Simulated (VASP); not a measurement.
Runs of VASP 6.6.1 on Ir. The structure is that of space group Fm-3m (No. 225), or close to it. The cells are those of the table. 

| task | cell | k mesh | gap on the mesh (eV) | pressure (GPa) | relaxed volume (Å³/atom) |
| --- | --- | --- | --- | --- | --- |
| relaxation of cell and atoms | relaxed from a = 2.741 Å, angles 60.0°, 1 atom | 18 × 18 × 18 | none | 0.0 | (b) |
| relaxation of cell and atoms | relaxed from a = 2.708 Å, angles 60.0°, 1 atom | 8 × 8 × 8 | none | -0.1 | 14.57 |
| single point | a = 2.737 Å, angles 60.0°, 1 atom | 18 × 18 × 18 | none | (a) | - |
| single point | a = 2.741 Å, angles 60.0°, 1 atom | 8 × 8 × 8 | none | 0.4 | - |
| single point | a = 2.708 Å, angles 60.0°, 1 atom | 8 × 8 × 8 | none | 14.0 | - |

Alike in all rows: level PBE; potentials or basis VASP PAW PBE potentials, release 64 (Ir); no spin polarisation; cutoff (eV) 500; smearing gaussian 0.1 eV.

Problem. Fill in the values left out.

Solution. (a) 0.6; (b) 14.52.

Caveats: spin-orbit coupling is left out, which moves the levels of the heavy elements.

A k mesh can miss the band edges, and the runs leave out spin-orbit coupling on Ir.

A gap of «none» marks levels without a gap at the run's occupations.
